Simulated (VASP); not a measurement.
Crystal: In.

```
In
1.0
     3.33181    0.00000    0.00000
    -1.66590    2.88543    0.00000
     0.00000    0.00000    5.44195
In
2
Direct
  0.33333 0.66667 0.75000
  0.66667 0.33333 0.25000
```

- Program: VASP 6.6.1
- Task: relaxation of cell and atoms
- Functional: PBE
- Potentials or basis: VASP PAW PBE potentials, release 64 (In_d)
- Cutoff: 600 eV
- k mesh: 14 × 14 × 8
- Occupations: gaussian, width 0.05 eV
- Spin: no spin polarisation

At the start: pressure 2.3 GPa; volume 26.16 Å³/atom.

Task: How do energy, volume and symmetry change on relaxing?

Result: Over 10 steps the energy falls by 11.8 meV/atom and the volume is 27.72 Å³/atom (+6.0 %); space group P6_3/mmc (No. 194, to 0.05 Å).

The path:
```csv
step,energy change (eV),largest force (eV/Å),pressure (GPa),volume (Å³)
1,0.0000,0.0000,2.31,52.32
2,-0.0219,0.0000,0.13,55.23
3,-0.0220,0.0000,-0.05,55.52
4,-0.0220,0.0000,0.05,55.45
5,-0.0224,0.0000,0.05,55.44
6,-0.0232,0.0000,0.03,55.39
7,-0.0231,0.0000,0.07,55.28
8,-0.0236,0.0000,0.09,55.34
9,-0.0236,0.0000,0.04,55.34
10,-0.0236,0.0000,0.00,55.45
```

Final structure:
```xyz
2
Lattice="3.3660 0.0000 0.0000 -1.6830 2.9151 0.0000 0.0000 0.0000 5.6510" Properties=species:S:1:pos:R:3 pbc="T T T"
In    0.0000    1.9434    4.2382
In    1.6830    0.9717    1.4127
```
